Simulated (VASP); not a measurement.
# LiBe24 in VASP: a series of runs

The runs below take LiBe24 through relaxation of the atoms, with LDA.

Program: VASP 6.6.1. These are calculated values, not measurements. Logs are shortened: lines on timing, memory, paths and dates and some standing lists are left out, and cuts for length are marked.

## Step 1: The cell of the first run

The cell holds a slab with vacuum, 25 atoms: a = 4.452 Å, b = 7.033 Å, c = 19.800 Å, α = 90.00°, β = 90.00°, γ = 90.00°.

## Step 2: Relaxation of the atoms, LDA

INCAR

```
SYSTEM = LiBe24
ALGO     = Normal         ! electronic algorithm
DIPOL    = 0.5 0.5 0.321
EDIFF    = 1E-7           ! SCF threshold, eV
EDIFFG   = -0.025         ! ionic threshold
ENCUT    = 520            ! plane-wave cutoff, eV
GGA      = CA             ! functional
IBRION   = 2              ! ionic algorithm
IDIPOL   = 3            
ISIF     = 2              ! what is computed and relaxed
ISMEAR   = 0              ! smearing method
KPAR     = 4            
LASPH    = .TRUE.         ! aspherical terms in the spheres
LCHARG   = .FALSE.        ! write CHGCAR
LDIPOL   = .TRUE.       
LREAL    = Auto         
LWAVE    = .FALSE.        ! write WAVECAR
NELM     = 80             ! most SCF steps
NSW      = 36             ! ionic steps
PREC     = Accurate       ! precision mode
SIGMA    = 0.1            ! smearing width, eV
```

KPOINTS

```
k-points
0
G
  6 4 1
  0 0 0
```

POSCAR

```
LiBe24
1.0
    4.4524297775      0.0000000000      0.0000000000
    0.0000000000      7.0331519566      0.0000000000
    0.0000000000      0.0000000000     19.7998741761
Be Li
24 1
Selective dynamics
Direct
    0.0000000000      0.3750000000      0.2020214858  F F F
    0.0000000000      0.8750000000      0.2020214858  F F F
    0.5000000000      0.3750000000      0.2020214858  F F F
    0.5000000000      0.8750000000      0.2020214858  F F F
    0.2500000000      0.1250000000      0.2344789084  F F F
    0.2500000000      0.6250000000      0.2344789084  F F F
    0.7500000000      0.1250000000      0.2344789084  F F F
    0.7500000000      0.6250000000      0.2344789084  F F F
    0.2500000000      0.3750000000      0.2993937535  F F F
    0.2500000000      0.8750000000      0.2993937535  F F F
    0.7500000000      0.3750000000      0.2993937535  F F F
    0.7500000000      0.8750000000      0.2993937535  F F F
    0.0000000000      0.1250000000      0.3261495638  F F F
    0.0000000000      0.6250000000      0.3261495638  F F F
    0.5000000000      0.1250000000      0.3261495638  F F F
    0.5000000000      0.6250000000      0.3261495638  F F F
    0.0000000000      0.3750000000      0.3969669031  F F F
    0.0000000000      0.8750000000      0.3969669031  F F F
    0.5000000000      0.3750000000      0.3969669031  F F F
    0.5000000000      0.8750000000      0.3969669031  F F F
    0.2500000000      0.1250000000      0.4191882283  F F F
    0.2500000000      0.6250000000      0.4191882283  F F F
    0.7500000000      0.1250000000      0.4191882283  F F F
    0.7500000000      0.6250000000      0.4191882283  F F F
    0.5000000000      0.3750000000      0.5068359876  F F T
```

Potentials or basis: VASP PAW LDA potentials, release 64 (Be, Li_sv).

Command:

```sh
> cat potpaw_LDA.64/Be/POTCAR potpaw_LDA.64/Li_sv/POTCAR > POTCAR
> mpirun -np 4 vasp_std > vasp.out
```

OUTCAR:

```text
SYSTEM = LiBe24
   EDIFF = 1E-7
   EDIFFG = -0.025
   ENCUT = 520
   GGA = CA
   IBRION = 2
   ISIF = 2
   ISMEAR = 0
   LASPH = .TRUE.
   LREAL = Auto
   NELM = 80
   NSW = 36
   PREC = Accurate

 ion  position               nearest neighbor table
   1  0.000  0.375  0.202-   5 2.18   6 2.18   7 2.18   8 2.18   3 2.23   3 2.23  11 2.23   9 2.23

   2  0.000  0.875  0.202-   5 2.18   6 2.18   7 2.18   8 2.18   4 2.23   4 2.23  12 2.23  10 2.23

   3  0.500  0.375  0.202-   5 2.18   6 2.18   7 2.18   8 2.18   1 2.23   1 2.23  11 2.23   9 2.23
[... 39 lines left out ...]
  23  0.750  0.125  0.419-  17 2.13  18 2.13  19 2.13  20 2.13  13 2.15  15 2.15  21 2.23  21 2.23

  24  0.750  0.625  0.419-  17 2.13  18 2.13  19 2.13  20 2.13  14 2.15  16 2.15  22 2.23  22 2.23

  25  0.500  0.375  0.507-  19 2.18

  LATTYP: Found a simple orthorhombic cell.
 ALAT       =     4.4524297775
 B/A-ratio  =     1.5796210851
 C/A-ratio  =     4.4469817977

  Lattice vectors:

 A1 = (   4.4524297775,   0.0000000000,   0.0000000000)
 A2 = (   0.0000000000,   7.0331519566,   0.0000000000)
 A3 = (   0.0000000000,   0.0000000000,  19.7998741761)

Analysis of symmetry for initial positions (statically):
=====================================================================
 Subroutine PRICEL returns:
 Original cell was already a primitive cell.

 Routine SETGRP: Setting up the symmetry group for a
 simple orthorhombic supercell.

 Subroutine GETGRP returns: Found  4 space group operations
 (whereof  2 operations were pure point group operations)
 out of a pool of  8 trial point group operations.

The static configuration has the point symmetry C_1h.
 The point group associated with its full space group is C_2v.

Analysis of symmetry for dynamics (positions and initial velocities):
=====================================================================
 Subroutine PRICEL returns:
 Original cell was already a primitive cell.

 Routine SETGRP: Setting up the symmetry group for a
 simple orthorhombic supercell.

 Subroutine GETGRP returns: Found  4 space group operations
 (whereof  2 operations were pure point group operations)
 out of a pool of  8 trial point group operations.

The dynamic configuration has the point symmetry C_1h.
 The point group associated with its full space group is C_2v.

Analysis of constrained symmetry for selective dynamics:
=====================================================================
 Subroutine PRICEL returns:
 Original cell was already a primitive cell.

 Routine SETGRP: Setting up the symmetry group for a
 simple orthorhombic supercell.

 Subroutine GETGRP returns: Found  4 space group operations
 (whereof  2 operations were pure point group operations)
 out of a pool of  8 trial point group operations.

The constrained configuration has the point symmetry C_1h.
 The point group associated with its full space group is C_2v.

 Subroutine INISYM returns: Found  4 space group operations
 (whereof  2 operations are pure point group operations),
 and found     1 'primitive' translations

----------------------------------------------------------------------------------------

                                     Primitive cell

  volume of cell :     620.0254

  direct lattice vectors                    reciprocal lattice vectors
     4.452429777  0.000000000  0.000000000     0.224596468  0.000000000  0.000000000
     0.000000000  7.033151957  0.000000000     0.000000000  0.142183761  0.000000000
     0.000000000  0.000000000 19.799874176     0.000000000  0.000000000  0.050505371

  length of vectors
     4.452429777  7.033151957 19.799874176     0.224596468  0.142183761  0.050505371

  position of ions in fractional coordinates (direct lattice)
     0.000000000  0.375000000  0.202021486
     0.000000000  0.875000000  0.202021486
     0.500000000  0.375000000  0.202021486
     0.500000000  0.875000000  0.202021486
     0.250000000  0.125000000  0.234478908
     0.250000000  0.625000000  0.234478908
[... 17 lines left out ...]
     0.750000000  0.625000000  0.419188228
[... 49 lines left out ...]
   EFERMI_NEDOS =   21; number of points for ismear=-14 and -15
   IALGO  =     38    algorithm
   IMIX   =      4    mixing-type and parameters
     AMIX     =   0.40;   BMIX     =  1.00
     AMIX_MAG =   1.60;   BMIX_MAG =  1.00
  volume/ion in A,a.u.               =      24.80       167.37
  Fermi-wavevector in a.u.,A,eV,Ry     =   0.711970  1.345428  6.896811  0.506901
  Thomas-Fermi vector in A             =   1.799222
   LORBIT       =      0    0 simple, 1 ext, 2 COOP (PROOUT), +10 PAW based schemes
   GGA     = CA    functional components
   LHFCALC =     F    Hartree Fock is set to
   AEXX    =    0.0000 exact exchange contribution
   IVDW    =     0    specifies the selected vdW correction
   LEPSILON=     F    determine dielectric tensor
   LRPA    =     F    only Hartree local field effects (RPA)
 conjugate gradient relaxation of ions
 non-spin polarized calculation
 Gauss-broadening in eV      SIGMA  =   0.10
  energy-cutoff  :      520.00
  volume of cell :      620.03
 maximum number of plane-waves:     16734
 NGX is ok and might be reduce to    36
   NGX = 17   NGY = 27   NGZ = 73

 dipolmoment           0.000000      0.000000      0.024308 electrons x Angstroem

--------------------------------------- Ionic step        1  -------------------------------------------

 number of electron      50.9999998 magnetization

 Free energy of the ion-electron system (eV)
  ---------------------------------------------------
  ext. energy  EPLUGINS =         0.00000000
  ---------------------------------------------------
  free energy    TOTEN  =       -95.60646959 eV

  energy without entropy =      -95.57862068  energy(sigma->0) =      -95.59254514

------------------------ aborting loop because EDIFF is reached ----------------------------------------

  FORCE on cell =-STRESS in cart. coord.  units (eV):
  Direction    XX          YY          ZZ          XY          YZ          ZX
  --------------------------------------------------------------------------------------
  -------------------------------------------------------------------------------------
  Total       -0.7441637     -3.1066417     -1.4581996      0.0000000      0.0000000      0.0000000
  in kB       -1.9229568     -8.0277205     -3.7680622      0.0000000      0.0000000      0.0000000
  external PRESSURE =      -4.5729131 kB  Pullay stress =       0.0000000 kB
[... 223 lines left out ...]
--------------------------------------- Ionic step        5  -------------------------------------------

 number of electron      51.0000014 magnetization

 dipolmoment           0.000000      0.000000     -0.375201 electrons x Angstroem

 Free energy of the ion-electron system (eV)
  ---------------------------------------------------
  ext. energy  EPLUGINS =         0.00000000
  ---------------------------------------------------
  free energy    TOTEN  =       -95.60879160 eV

  energy without entropy =      -95.58124336  energy(sigma->0) =      -95.59501748

 E-fermi :  -0.4222     XC(G=0):  -4.3659

 val. band max:       -0.4528557564   @ k =   0.3333   0.2500   0.0000
 cond. band min:      -0.3795505501   @ k =   0.3333   0.0000   0.0000
 fundamental gap:      0.0733052063
 Fermi energy:        -0.4222124885

 k-point     1 :       0.0000    0.0000    0.0000
  band No.  band energies     occupation
      1     -47.0614      2.00000
      2     -10.8281      2.00000
      3      -8.7660      2.00000
      4      -8.6965      2.00000
      5      -8.6654      2.00000
      6      -6.6306      2.00000
[... 469 lines left out ...]
     36       3.7565      0.00000
     37       3.9534      0.00000
 [bands above 37 left out]

------------------------ aborting loop because EDIFF is reached ----------------------------------------

 vacuum level on the upper side and lower side of the slab       (xc-potential included)        -1.139         1.001

  FORCE on cell =-STRESS in cart. coord.  units (eV):
  Direction    XX          YY          ZZ          XY          YZ          ZX
  --------------------------------------------------------------------------------------
  -------------------------------------------------------------------------------------
  Total       -0.7909461     -3.1235760     -1.1249350      0.0000000      0.0000000      0.0000000
  in kB       -2.0438450     -8.0714796     -2.9068893      0.0000000      0.0000000      0.0000000
  external PRESSURE =      -4.3407379 kB  Pullay stress =       0.0000000 kB
[... 40 lines left out ...]
  FREE ENERGIE OF THE ION-ELECTRON SYSTEM (eV)
  ---------------------------------------------------
  free  energy   TOTEN  =       -95.6087915952 eV

  energy  without entropy=      -95.5812433629  energy(sigma->0) =      -95.59501748

 reached required accuracy - stopping structural energy minimisation

 vacuum level on the upper side and lower side of the slab         1.833         4.038
```

Wall time 5.8 min (4 MPI ranks of Intel Xeon 6975P-C (Granite Rapids), shared host); peak memory 0.6 GiB.

What came out:

| Item | Value |
| --- | --- |
| Free energy | -95.6088 eV |
| Energy gained by relaxing | 0.1 meV/atom |
| Ionic steps | 5 |
| Band gap on the k mesh | zero (an odd number of electrons rules out a gap without spin polarisation) |

Step by step:
```tsv
step	energy change (eV)	largest force on free atoms (eV/Å)	pressure (GPa)
1	0.0000	0.1473	-0.46
2	-0.0009	0.1134	-0.45
3	-0.0021	0.0487	-0.44
4	-0.0014	0.0977	-0.42
5	-0.0023	0.0002	-0.43
```

Final structure:
```cif
data_structure
_symmetry_space_group_name_H-M 'P 1'
_symmetry_Int_Tables_number 1
_cell_length_a 4.4524
_cell_length_b 7.0332
_cell_length_c 19.7999
_cell_angle_alpha 90.000
_cell_angle_beta 90.000
_cell_angle_gamma 90.000
_cell_volume 620.03
loop_
_atom_site_label
_atom_site_type_symbol
_atom_site_fract_x
_atom_site_fract_y
_atom_site_fract_z
_atom_site_occupancy
Be1 Be 0.00000 0.37500 0.20202 1
Be2 Be 0.00000 0.87500 0.20202 1
Be3 Be 0.50000 0.37500 0.20202 1
Be4 Be 0.50000 0.87500 0.20202 1
Be5 Be 0.25000 0.12500 0.23448 1
Be6 Be 0.25000 0.62500 0.23448 1
Be7 Be 0.75000 0.12500 0.23448 1
Be8 Be 0.75000 0.62500 0.23448 1
Be9 Be 0.25000 0.37500 0.29939 1
Be10 Be 0.25000 0.87500 0.29939 1
Be11 Be 0.75000 0.37500 0.29939 1
Be12 Be 0.75000 0.87500 0.29939 1
Be13 Be 0.00000 0.12500 0.32615 1
Be14 Be 0.00000 0.62500 0.32615 1
Be15 Be 0.50000 0.12500 0.32615 1
Be16 Be 0.50000 0.62500 0.32615 1
Be17 Be 0.00000 0.37500 0.39697 1
Be18 Be 0.00000 0.87500 0.39697 1
Be19 Be 0.50000 0.37500 0.39697 1
Be20 Be 0.50000 0.87500 0.39697 1
Be21 Be 0.25000 0.12500 0.41919 1
Be22 Be 0.25000 0.62500 0.41919 1
Be23 Be 0.75000 0.12500 0.41919 1
Be24 Be 0.75000 0.62500 0.41919 1
Li1 Li 0.50000 0.37500 0.50529 1
```

Caveat: the cutoff is under 1.25 times the usual one of these potentials, so pressure, stress and relaxed cells hold a basis-set (Pulay) error.

## Step 3: Relaxation of the atoms, LDA

INCAR

```
SYSTEM = LiBe24
ALGO = Normal
DIPOL = 0.5 0.5 0.320
EDIFF = 1E-7
EDIFFG = -0.025
ENCUT = 650
GGA_COMPAT = .False.
IBRION = 2
IDIPOL = 3
ISIF = 2
ISMEAR = 0
KPAR = 4
LASPH = .True.
LCHARG = .False.
LDIPOL = .True.
LREAL = .False.
LWAVE = .False.
NELM = 120
NELMDL = -8
NELMIN = 4
NSW = 36
PREC = Accurate
SIGMA = 0.1
```

KPOINTS

```
k-points
0
Gamma
  6 4 1
  0 0 0
```

Changes to POSCAR since step 2:

```diff
@@ -33,2 +33,2 @@
     0.7500000000      0.6250000000      0.4191882283  F F F
-    0.5000000000      0.3750000000      0.5068359876  F F T
+    0.2500000000      0.3750000000      0.4870383756  F F T
```

Potentials or basis: VASP PAW LDA potentials, release 64 (Be, Li_sv).

Command:

```sh
> cat potpaw_LDA.64/Be/POTCAR potpaw_LDA.64/Li_sv/POTCAR > POTCAR
> mpirun -np 4 vasp_std > vasp.out
```

It took 22 min on 4 MPI ranks of Intel Xeon Platinum 8488C (Sapphire Rapids), shared host; peak memory 0.85 GiB.

The run converged. Its results:

- Free energy: -95.6131 eV
- Energy gained by relaxing: 13.3 meV/atom
- Ionic steps: 4
- Band gap on the k mesh: zero (an odd number of electrons rules out a gap without spin polarisation)

Step by step:
```csv
step,energy change (eV),largest force on free atoms (eV/Å),pressure (GPa)
1,0.0000,2.1870,-0.03
2,-0.1857,1.3570,-0.18
3,-0.3317,0.0557,-0.42
4,-0.3320,0.0121,-0.42
```

Final structure:
```
CELL_PARAMETERS angstrom
4.45243 0.00000 0.00000
0.00000 7.03315 0.00000
0.00000 0.00000 19.79987
ATOMIC_POSITIONS crystal
Be 0.00000 0.37500 0.20202
Be 0.00000 0.87500 0.20202
Be 0.50000 0.37500 0.20202
Be 0.50000 0.87500 0.20202
Be 0.25000 0.12500 0.23448
Be 0.25000 0.62500 0.23448
Be 0.75000 0.12500 0.23448
Be 0.75000 0.62500 0.23448
Be 0.25000 0.37500 0.29939
Be 0.25000 0.87500 0.29939
Be 0.75000 0.37500 0.29939
Be 0.75000 0.87500 0.29939
Be 0.00000 0.12500 0.32615
Be 0.00000 0.62500 0.32615
Be 0.50000 0.12500 0.32615
Be 0.50000 0.62500 0.32615
Be 0.00000 0.37500 0.39697
Be 0.00000 0.87500 0.39697
Be 0.50000 0.37500 0.39697
Be 0.50000 0.87500 0.39697
Be 0.25000 0.12500 0.41919
Be 0.25000 0.62500 0.41919
Be 0.75000 0.12500 0.41919
Be 0.75000 0.62500 0.41919
Li 0.25000 0.37500 0.50426
```

Levels at points of the mesh, in eV from the Fermi level:
| k point | band 23 | band 24 | band 25 | band 26 | band 27 | band 28 | band 29 | band 30 |
| --- | --- | --- | --- | --- | --- | --- | --- | --- |
| (0.00, 0.00, 0.00) | -1.16 | -0.73 | -0.23 | -0.18 | 0.16 | 0.42 | 1.40 | 1.96 |
| (0.50, 0.00, 0.00) | -1.37 | 0.49 | 0.71 | 0.87 | 1.20 | 1.24 | 1.28 | 1.44 |
| (0.00, 0.50, 0.00) | -1.16 | -1.01 | -0.99 | -0.28 | -0.03 | 0.79 | 0.87 | 1.97 |
| (0.50, 0.50, 0.00) | -0.96 | -0.73 | -0.63 | 0.26 | 0.38 | 0.40 | 0.44 | 2.22 |

## Step 4: Relaxation of the atoms, LDA

INCAR

```
SYSTEM = LiBe24
ALGO = Normal
DIPOL = 0.5 0.5 0.320
EDIFF = 1E-7
EDIFFG = -0.025
ENCUT = 520
GGA = CA
IBRION = 2
IDIPOL = 3
ISIF = 2
ISMEAR = 0
KPAR = 4
LASPH = .TRUE.
LCHARG = .FALSE.
LDIPOL = .TRUE.
LREAL = Auto
LWAVE = .FALSE.
NELM = 100
NSW = 36
PREC = Accurate
SIGMA = 0.1
```

KPOINTS

```
k-points
0
G
  6 4 1
  0 0 0
```

POSCAR is that of step 3.

Command:

```sh
> cat potpaw_LDA.64/Be/POTCAR potpaw_LDA.64/Li_sv/POTCAR > POTCAR
> mpirun -np 4 vasp_std > vasp.out
```

Run time: 6.5 min. Hardware: 4 MPI ranks of Intel Xeon 6975P-C (Granite Rapids), shared host; peak memory 0.61 GiB.

The run converged. Its results:

* Free energy: -95.6167 eV
* Energy gained by relaxing: 13.3 meV/atom
* Ionic steps: 4
* Band gap on the k mesh: zero (an odd number of electrons rules out a gap without spin polarisation)

The path:
```
step  energy change (eV)  largest force on free atoms (eV/Å)  pressure (GPa)
   1              0.0000                              2.1909           -0.03
   2             -0.1864                              1.3540           -0.17
   3             -0.3320                              0.1030           -0.39
   4             -0.3331                              0.0198           -0.41
```

Final structure:
```xyz
25
Lattice="4.4524 0.0000 0.0000 0.0000 7.0332 0.0000 0.0000 0.0000 19.7999" Properties=species:S:1:pos:R:3 pbc="T T T"
Be    0.0000    2.6374    4.0000
Be    0.0000    6.1540    4.0000
Be    2.2262    2.6374    4.0000
Be    2.2262    6.1540    4.0000
Be    1.1131    0.8791    4.6427
Be    1.1131    4.3957    4.6427
Be    3.3393    0.8791    4.6427
Be    3.3393    4.3957    4.6427
Be    1.1131    2.6374    5.9280
Be    1.1131    6.1540    5.9280
Be    3.3393    2.6374    5.9280
Be    3.3393    6.1540    5.9280
Be    0.0000    0.8791    6.4577
Be    0.0000    4.3957    6.4577
Be    2.2262    0.8791    6.4577
Be    2.2262    4.3957    6.4577
Be    0.0000    2.6374    7.8599
Be    0.0000    6.1540    7.8599
Be    2.2262    2.6374    7.8599
Be    2.2262    6.1540    7.8599
Be    1.1131    0.8791    8.2999
Be    1.1131    4.3957    8.2999
Be    3.3393    0.8791    8.2999
Be    3.3393    4.3957    8.2999
Li    1.1131    2.6374    9.9780
```

Levels at points of the mesh, in eV from the Fermi level:
```csv
k point,band 23,band 24,band 25,band 26,band 27,band 28,band 29,band 30
"(0.00, 0.00, 0.00)",-1.16,-0.73,-0.23,-0.19,0.16,0.43,1.41,1.96
"(0.50, 0.00, 0.00)",-1.37,0.49,0.71,0.87,1.20,1.24,1.28,1.44
"(0.00, 0.50, 0.00)",-1.16,-1.01,-0.99,-0.28,-0.03,0.79,0.87,1.98
"(0.50, 0.50, 0.00)",-0.95,-0.73,-0.63,0.26,0.38,0.40,0.44,2.22
```

Caveat: the cutoff is under 1.25 times the usual one of these potentials, so pressure, stress and relaxed cells hold a basis-set (Pulay) error.

## Step 5: Summary

```tsv
cell	cutoff (eV)	gap on the mesh (eV)
atoms relaxed, atomic positions A	520	none
atoms relaxed, atomic positions B	650	none
atoms relaxed, atomic positions B	520	none
```

Alike in all rows: task relaxation of the atoms; level LDA; potentials or basis VASP PAW LDA potentials, release 64 (Be, Li_sv); no spin polarisation; k mesh 6 × 4 × 1; smearing gaussian 0.1 eV.

Caveats: the cutoff is under 1.25 times the usual one of these potentials, so pressure, stress and relaxed cells hold a basis-set (Pulay) error (at least some runs).

Total energies depend on the potentials used, so only differences within one code and one set of settings carry meaning.
